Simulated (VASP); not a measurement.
# B2O (P-3m1) in VASP: relaxation of shape and atoms at fixed volume with PBE

Aim: the relaxation of shape and atoms at fixed volume of B2O with PBE.

Everything below comes from runs of VASP 6.6.1. Logs are shortened: lines on timing, memory, paths and dates and some standing lists are left out, and cuts for length are marked.

**1. The cell of the first run**

Symmetry: P-3m1, No. 164, trigonal system. Conventional cell: a = 2.586 Å, b = 2.586 Å, c = 11.667 Å, α = 90.00°, β = 90.00°, γ = 120.00°. B (site symmetry 3m) has 3 O at 1.59 Å and 1 B at 1.76 Å within 2.1 Å. Within 2.1 Å of B (site symmetry 3m) lie 3 B at 1.58 Å. O (site symmetry 3m) has 3 B at 1.59 Å within 2.1 Å.

**2. Relaxation of shape and atoms at fixed volume, PBE (11.26 Å³/atom)**

INCAR reads:

```
PREC     = Accurate       # precision mode
ENCUT    = 600            # plane-wave cutoff, eV
EDIFF    = 1E-6           # SCF threshold, eV
ISMEAR   = -1             # smearing method
SIGMA    = 0.15           # smearing width, eV
LREAL    = False          # projectors in reciprocal space
LASPH    = True           # aspherical terms in the spheres
NELM     = 100            # most SCF steps
ALGO     = Normal         # electronic algorithm
ISIF     = 4              # what is computed and relaxed
LWAVE    = False          # write WAVECAR
LCHARG   = False          # write CHGCAR
GGA      = PE             # functional
IBRION   = 2              # ionic algorithm
NSW      = 80             # ionic steps
EDIFFG   = -0.001         # ionic threshold
```

KPOINTS reads:

```
Automatic mesh
0
Gamma
  18 18 4
```

POSCAR reads:

```
B2O
1.0
    2.5858645875      0.0000000000      0.0000000000
   -1.2929322938      2.2394244235      0.0000000000
    0.0000000000      0.0000000000     11.6670658943
B O
4 2
Direct
    0.0000000000      0.0000000000      0.4246776307
    0.0000000000      0.0000000000      0.5753223693
    0.6666666667      0.3333333333      0.0220872089
    0.3333333333      0.6666666667      0.9779127911
    0.6666666667      0.3333333333      0.3768791072
    0.3333333333      0.6666666667      0.6231208928
```

Potentials or basis: VASP PAW PBE potentials, release 64 (B, O).

On the command line:

```bash
$ cat potpaw_PBE.64/B/POTCAR potpaw_PBE.64/O/POTCAR > POTCAR
$ mpirun -np 1 vasp_std > vasp.out
```

OUTCAR:

```text
PREC = Accurate
   ENCUT = 600
   EDIFF = 1E-6
   ISMEAR = -1
   LREAL = False
   LASPH = True
   NELM = 100
   ISIF = 4
   GGA = PE
   IBRION = 2
   NSW = 80
   EDIFFG = -0.001

 ion  position               nearest neighbor table
   1  0.000  0.000  0.425-   5 1.59   5 1.59   5 1.59   2 1.76
   2  0.000  0.000  0.575-   6 1.59   6 1.59   6 1.59   1 1.76
   3  0.667  0.333  0.022-   4 1.58   4 1.58   4 1.58
   4  0.333  0.667  0.978-   3 1.58   3 1.58   3 1.58
   5  0.667  0.333  0.377-   1 1.59   1 1.59   1 1.59
   6  0.333  0.667  0.623-   2 1.59   2 1.59   2 1.59

  LATTYP: Found a hexagonal cell.
 ALAT       =     2.5858645875
 C/A-ratio  =     4.5118626670

  Lattice vectors:

 A1 = (   2.5858645875,   0.0000000000,   0.0000000000)
 A2 = (  -1.2929322938,   2.2394244235,   0.0000000000)
 A3 = (   0.0000000000,   0.0000000000,  11.6670658943)

Analysis of symmetry for initial positions (statically):
=====================================================================
 Subroutine PRICEL returns:
 Original cell was already a primitive cell.

 Routine SETGRP: Setting up the symmetry group for a
 hexagonal supercell.

 Subroutine GETGRP returns: Found 12 space group operations
 (whereof 12 operations were pure point group operations)
 out of a pool of 24 trial point group operations.

The static configuration has the point symmetry D_3d.

Analysis of symmetry for dynamics (positions and initial velocities):
=====================================================================
 Subroutine PRICEL returns:
 Original cell was already a primitive cell.

 Routine SETGRP: Setting up the symmetry group for a
 hexagonal supercell.

 Subroutine GETGRP returns: Found 12 space group operations
 (whereof 12 operations were pure point group operations)
 out of a pool of 24 trial point group operations.

The dynamic configuration has the point symmetry D_3d.

 Subroutine INISYM returns: Found 12 space group operations
 (whereof 12 operations are pure point group operations),
 and found     1 'primitive' translations

----------------------------------------------------------------------------------------

                                     Primitive cell

  volume of cell :      67.5622

  direct lattice vectors                    reciprocal lattice vectors
     2.585864588  0.000000000  0.000000000     0.386717852  0.223271656  0.000000000
    -1.292932294  2.239424424  0.000000000     0.000000000  0.446543312  0.000000000
     0.000000000  0.000000000 11.667065894     0.000000000  0.000000000  0.085711353

  length of vectors
     2.585864588  2.585864588 11.667065894     0.446543312  0.446543312  0.085711353

  position of ions in fractional coordinates (direct lattice)
     0.000000000  0.000000000  0.424677631
     0.000000000  0.000000000  0.575322369
     0.666666667  0.333333333  0.022087209
     0.333333333  0.666666667  0.977912791
     0.666666667  0.333333333  0.376879107
     0.333333333  0.666666667  0.623120893

  ion indices of the primitive-cell ions
   primitive index   ion index
                 1           1
                 2           2
                 3           3
                 4           4
                 5           5
                 6           6

----------------------------------------------------------------------------------------

 KPOINTS: Automatic mesh

Automatic generation of k-mesh.
 Grid dimensions read from file:
 generate k-points for:   18   18    4

 Generating k-lattice:

  Cartesian coordinates                     Fractional coordinates (reciprocal lattice)
     0.021484325  0.012403981  0.000000000     0.055555556  0.000000000  0.000000000
     0.000000000  0.024807962  0.000000000     0.000000000  0.055555556  0.000000000
     0.000000000  0.000000000  0.021427838     0.000000000  0.000000000  0.250000000

  Length of vectors
     0.024807962  0.024807962  0.021427838

  Shift w.r.t. Gamma in fractional coordinates (k-lattice)
     0.000000000  0.000000000  0.000000000

 Subroutine IBZKPT returns following result:
 ===========================================

 Found    138 irreducible k-points:

 Following reciprocal coordinates:
            Coordinates               Weight
  0.000000  0.000000  0.000000      1.000000
  0.055556  0.000000  0.000000      6.000000
  0.111111  0.000000  0.000000      6.000000
  0.166667  0.000000  0.000000      6.000000
  0.222222  0.000000  0.000000      6.000000
  0.277778  0.000000  0.000000      6.000000
[... 16 lines left out ...]
  0.333333  0.111111  0.000000     12.000000
  0.388889  0.111111  0.000000     12.000000
 [... further k-points ...]
   k-points           NKPTS =    138   k-points in BZ     NKDIM =    138   number of bands    NBANDS=     16
   number of dos      NEDOS =    301   number of ions     NIONS =      6
   total plane-waves  NPLWV =  55296
   dimension x,y,z NGX =    24 NGY =   24 NGZ =   96
   dimension x,y,z NGXF=    48 NGYF=   48 NGZF=  192
   ions per type =               4   2
   NGX,Y,Z   is equivalent  to a cutoff of  15.43, 15.43, 13.68 a.u.
   NGXF,Y,Z  is equivalent  to a cutoff of  30.86, 30.86, 27.36 a.u.
 SYSTEM =  unknown system
   PREC   = accura    normal or accurate (medium, high low for compatibility)
   ISTART =      0    job   : 0-new  1-cont  2-samecut
   ICHARG =      2    charge: 1-file 2-atom 10-const
   ISPIN  =      1    spin polarized calculation?
   LNONCOLLINEAR =      F non collinear calculations
   LSORBIT =      F    spin-orbit coupling
   LASPH  =      T    aspherical Exc in radial PAW
   ENCUT  =  600.0 eV  44.10 Ry    6.64 a.u.   5.16  5.16 23.30*2*pi/ulx,y,z
   NELM   =    100;   NELMIN=  2; NELMDL= -5     # of ELM steps
   EDIFF  = 0.1E-05   stopping-criterion for ELM
   LREAL  =      F    real-space projection
   EDIFFG = -.1E-02   stopping-criterion for IOM
   NSW    =     80    number of steps for IOM
   IBRION =      2    ionic relax: 0-MD 1-quasi-New 2-CG
   NFREE  =      1    steps in history (QN), initial steepest desc. (CG)
   ISIF   =      4    stress and relaxation
   ISYM   =      2    0-nonsym 1-usesym 2-fastsym
   POTIM  = 0.5000    time-step for ionic-motion
   TEBEG  =    0.0;   TEEND  =   0.0 temperature during run
   PSTRESS=    0.0 pullay stress
   NELECT =      24.0000    total number of electrons
   NUPDOWN=      -1.0000    fix difference up-down
   EMIN   =  10.00;   EMAX   =-10.00  energy-range for DOS
   EFERMI =   0.00;   METHOD = LEGACY
   ISMEAR =    -1;   SIGMA  =   0.15  broadening in eV -4-tet -1-fermi 0-gaus
   EFERMI_NEDOS =   21; number of points for ismear=-14 and -15
   IALGO  =     38    algorithm
   IMIX   =      4    mixing-type and parameters
     AMIX     =   0.40;   BMIX     =  1.00
     AMIX_MAG =   1.60;   BMIX_MAG =  1.00
  volume/ion in A,a.u.               =      11.26        75.99
  Fermi-wavevector in a.u.,A,eV,Ry     =   1.159428  2.191002 18.289964  1.344274
  Thomas-Fermi vector in A             =   2.296021
   LORBIT       =      0    0 simple, 1 ext, 2 COOP (PROOUT), +10 PAW based schemes
   GGA     = PE    functional components
   LHFCALC =     F    Hartree Fock is set to
   AEXX    =    0.0000 exact exchange contribution
   IVDW    =     0    specifies the selected vdW correction
   LEPSILON=     F    determine dielectric tensor
   LRPA    =     F    only Hartree local field effects (RPA)
 conjugate gradient relaxation of ions
 non-spin polarized calculation
  energy-cutoff  :      600.00
  volume of cell :       67.56
 maximum number of plane-waves:      2273
 NGX is ok and might be reduce to    24
   NGX = 11   NGY = 11   NGZ = 47

--------------------------------------- Ionic step        1  -------------------------------------------

 number of electron      24.0000003 magnetization

 Free energy of the ion-electron system (eV)
  ---------------------------------------------------
  ext. energy  EPLUGINS =         0.00000000
  ---------------------------------------------------
  free energy    TOTEN  =       -39.67036264 eV

  energy without entropy =      -39.59176468  energy(sigma->0) =      -39.63106366

------------------------ aborting loop because EDIFF is reached ----------------------------------------

  FORCE on cell =-STRESS in cart. coord.  units (eV):
  Direction    XX          YY          ZZ          XY          YZ          ZX
  --------------------------------------------------------------------------------------
  -------------------------------------------------------------------------------------
  Total       -1.3011934     -1.3011934     -0.8027702      0.0000000      0.0000000      0.0000000
  in kB      -30.8566378    -30.8566378    -19.0369772      0.0000000      0.0000000      0.0000000
  external PRESSURE =     -26.9167510 kB  Pullay stress =       0.0000000 kB
[... 101 lines left out ...]
  FREE ENERGIE OF THE ION-ELECTRON SYSTEM (eV)
  ---------------------------------------------------
  free  energy   TOTEN  =       -39.6778445159 eV

  energy  without entropy=      -39.5995322067  energy(sigma->0) =      -39.63868836

[... ionic steps 4 to 15 ...]

--------------------------------------- Ionic step       16  -------------------------------------------

 number of electron      23.9999999 magnetization

------------------------ aborting loop because EDIFF is reached ----------------------------------------

  FORCE on cell =-STRESS in cart. coord.  units (eV):
  Direction    XX          YY          ZZ          XY          YZ          ZX
  --------------------------------------------------------------------------------------
  -------------------------------------------------------------------------------------
  Total       -0.1157530     -0.1157530     -0.1113852      0.0000000      0.0000000     -0.0000000
  in kB       -2.7449791     -2.7449791     -2.6414009      0.0000000      0.0000000     -0.0000000
  external PRESSURE =      -2.7104530 kB  Pullay stress =       0.0000000 kB
[... 65 lines left out ...]
  energy  without entropy=      -39.6016506163  energy(sigma->0) =      -39.64076501

--------------------------------------- Ionic step       18  -------------------------------------------

 number of electron      23.9999999 magnetization

 Free energy of the ion-electron system (eV)
  ---------------------------------------------------
  ext. energy  EPLUGINS =         0.00000000
  ---------------------------------------------------
  free energy    TOTEN  =       -39.67987943 eV

  energy without entropy =      -39.60165017  energy(sigma->0) =      -39.64076480

 E-fermi :   2.3248     XC(G=0):  -8.7919

 val. band max:        2.3137206521   @ k =   0.3333   0.1111   0.2500
 cond. band min:       2.3792712820   @ k =  -0.1111   0.3333   0.2500
 fundamental gap:      0.0655506299
 Fermi energy:         2.3247876052

 k-point     1 :       0.0000    0.0000    0.0000
  band No.  band energies     occupation
      1     -21.3628      2.00000
      2     -20.8303      2.00000
      3     -10.1685      2.00000
      4      -8.2736      2.00000
      5      -3.8859      2.00000
      6      -3.1015      2.00000
[... 8 lines left out ...]
     15       6.4120      0.00000
     16       7.3921      0.00000
[... 420 lines left out ...]
  band No.  band energies     occupation
      1     -19.2472      2.00000
      2     -19.0433      2.00000
      3      -9.3539      2.00000
      4      -8.9353      2.00000
      5      -5.7504      2.00000
      6      -5.6956      2.00000
[... 8 lines left out ...]
     15       6.2940      0.00000
     16       8.2268      0.00000

 [... further k-points ...]
[... 5 lines left out ...]
  --------------------------------------------------------------------------------------
  -------------------------------------------------------------------------------------
  Total       -0.1138177     -0.1138177     -0.1110766      0.0000000      0.0000000      0.0000000
  in kB       -2.6990849     -2.6990849     -2.6340830      0.0000000      0.0000000      0.0000000
  external PRESSURE =      -2.6774176 kB  Pullay stress =       0.0000000 kB
[... 21 lines left out ...]
  FREE ENERGIE OF THE ION-ELECTRON SYSTEM (eV)
  ---------------------------------------------------
  free  energy   TOTEN  =       -39.6798794319 eV

  energy  without entropy=      -39.6016501657  energy(sigma->0) =      -39.64076480

 reached required accuracy - stopping structural energy minimisation
```

Wall time 31 min (1 thread of Intel Xeon 8259CL, shared host); peak memory 0.33 GiB.

Results:

```
Free energy               : -39.6799 eV
Energy gained by relaxing : 1.6 meV/atom
Ionic steps               : 18
Pressure after relaxing   : -0.3 GPa
Band gap on the k mesh    : zero (bands 12 and 13 overlap by 4.02 eV)
```

Step by step:
```
step  energy change (eV)  largest force (eV/Å)  pressure (GPa)  volume (Å³)
   1              0.0000                0.2356           -2.69        67.56
   2             -0.0067                0.1636           -1.45        67.56
   3             -0.0075                0.2291           -0.84        67.56
   4             -0.0072                0.2530           -0.07        67.56
   5             -0.0089                0.0553           -0.46        67.56
   6             -0.0091                0.0191           -0.43        67.56
   7             -0.0091                0.0157           -0.42        67.56
   8             -0.0092                0.0132           -0.41        67.56
   9             -0.0094                0.0115           -0.37        67.56
  10             -0.0095                0.0243           -0.31        67.56
  11             -0.0095                0.0211           -0.33        67.56
  12             -0.0093                0.0951           -0.28        67.56
  13             -0.0095                0.0076           -0.32        67.56
  14             -0.0095                0.0039           -0.25        67.56
  15             -0.0095                0.0010           -0.27        67.56
  16             -0.0095                0.0010           -0.27        67.56
  17             -0.0095                0.0017           -0.26        67.56
  18             -0.0095                0.0007           -0.27        67.56
```

Final structure:
```
B O
1.0
     2.57514    0.00000    0.00000
    -1.28757    2.23014    0.00000
     0.00000    0.00000   11.76442
B O
4 2
Cartesian
  0.0000 0.0000 5.0095
  0.0000 0.0000 6.7550
  1.2876 0.7434 0.2488
  0.0000 1.4868 11.5156
  1.2876 0.7434 4.4575
  0.0000 1.4868 7.3069
```

Caveat: this functional lacks dispersion, which binds layers or chains, so the pressure and a relaxed spacing across them are unreliable.

The gap in the log of VASP goes by the Fermi energy; the results here count the filled bands.